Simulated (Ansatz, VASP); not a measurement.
# CdF2 in VASP and in Ansatz

POSCAR

```
CdF2
1.0
    0.0000000000      2.7406778771      2.7406778771
    2.7406778771      0.0000000000      2.7406778771
    2.7406778771      2.7406778771      0.0000000000
Cd F
1 2
Direct
    0.5000000000      0.5000000000      0.5000000000
    0.2500000000      0.2500000000      0.2500000000
    0.7500000000      0.7500000000      0.7500000000
```

INCAR.step1

```
SYSTEM = CdF2
PREC = Accurate
ENCUT = 520
ISMEAR = 0
SIGMA = 0.02
LREAL = .False.
LASPH = .True.
NELM = 100
NBANDS = 20
GGA = PE
ALGO = Normal
EDIFF = 1E-4
LWAVE = .True.
LCHARG = .False.
```

File INCAR.step2:

```
SYSTEM = CdF2
PREC = Accurate
ENCUT = 520
EDIFF = 1E-6
ISMEAR = 0
SIGMA = 0.02
LREAL = .False.
LASPH = .True.
NELM = 100
ALGO = Normal
ISIF = 2
LWAVE = .False.
LCHARG = .True.
METAGGA = R2SCAN
LMIXTAU = .True.
LELF = .True.
LVHAR = .True.
NBANDS = 20
ISTART = 1
```

File KPOINTS:

```
regular mesh
0
Gamma
  8 8 8
  0 0 0
```

Input for Ansatz:

```yaml
crystal:
  lattice:
    - [0.0, 2.7406778771, 2.7406778771]
    - [2.7406778771, 0.0, 2.7406778771]
    - [2.7406778771, 2.7406778771, 0.0]
  atoms:
    - { symbol: Cd, position: [0.5, 0.5, 0.5] }
    - { symbol: F, position: [0.25, 0.25, 0.25] }
    - { symbol: F, position: [0.75, 0.75, 0.75] }
basis:
  ecutwfc: 500
kpoints:
  mp_grid: { grid: [8, 8, 8] }
  band_path:
    path:
      - [[0.0, 0.0, 0.0], [0.5, 0.0, 0.5], [0.625, 0.25, 0.625]]
      - [[0.375, 0.375, 0.75], [0.0, 0.0, 0.0], [0.5, 0.5, 0.5], [0.5, 0.25, 0.75], [0.5, 0.0, 0.5]]
    npoints: 14
hamiltonian:
  xc: r2scan
scf:
  occupations: { method: gaussian, width: 0.02 }
  n_extra_bands: 7
output:
  forces: true
  stress: true
  eigenvalues: true
  populations: true
  dos: { projected: true, de: 0.02, nscf_kmesh: { grid: [12, 12, 12] } }
  bader: true
  write_density: true
  write_potential: true
  elf: true
  volumetric_format: npy
```

Alike in both runs: task single point; functional r2SCAN; k mesh 8 × 8 × 8; occupations gaussian, width 0.02 eV; no spin polarisation.

```csv
,VASP,Ansatz
version,VASP 6.6.1,Ansatz 0.2.0
potentials or method,"VASP PAW PBE potentials, release 64 (Cd, F), cutoff 520 eV","scalar-relativistic, plane waves, PAW"
valence electrons in the cell,26,34
```

```csv
,VASP,Ansatz,Ansatz less VASP
gap on the k mesh at the Fermi level (eV),3.56,3.60,+0.041
least direct gap on the mesh (eV),4.13,4.18,+0.049
pressure (GPa),-4.4,-5.1,-0.71
```

VASP's potentials were made for PBE, not for r2SCAN. VASP's potentials hold 26 valence electrons a cell and Ansatz's 34, so a difference there can come from the potentials and not from the codes.
